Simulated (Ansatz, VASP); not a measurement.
**Pt in VASP and in Ansatz**

```xyz
1
Lattice="-1.5842 1.5842 1.5842 1.5842 -1.5842 1.5842 1.5842 1.5842 -1.5842" Properties=species:S:1:pos:R:3 pbc="T T T"
Pt    0.0000    0.0000    0.0000
```

Alike in both runs: task relaxation of cell and atoms; functional HF; k mesh 6 × 6 × 6; occupations fermi-dirac, width 0.05 eV; no spin polarisation.

```csv
,VASP,Ansatz
version,VASP 6.6.1,Ansatz 0.2.0
potentials or method,"VASP PAW PBE potentials, release 64 (Pt)",Ansatz PAW
plane-wave cutoff (eV),600,420
valence electrons in the cell,10,18
```

VASP gave:

| Property | Result |
| --- | --- |
| gap on the k mesh at the Fermi level, each at its own relaxed structure (eV) | none |
| relaxed volume (Å³/atom) | 15.94 |
| relaxed cell length with the largest relative difference (Å) | 2.746 |

Question: Estimate Ansatz's values.

Answer: gap on the k mesh at the Fermi level, each at its own relaxed structure (eV): none; relaxed volume (Å³/atom): 15.90; relaxed cell length with the largest relative difference (Å): 2.744.

VASP's potentials were made for PBE, not for HF. A gap of «none» marks a metal or a gap that the smearing closes. VASP's potentials hold 10 valence electrons a cell and Ansatz's 18, so a difference there can come from the potentials and not from the codes.

The k mesh is coarse, so the values compare programs but aren't converged. Spin-orbit coupling is off throughout. Noted on Ansatz's run: the plane-wave basis is chosen anew once the cell has moved, so the energies of steps on either side of that aren't comparable.
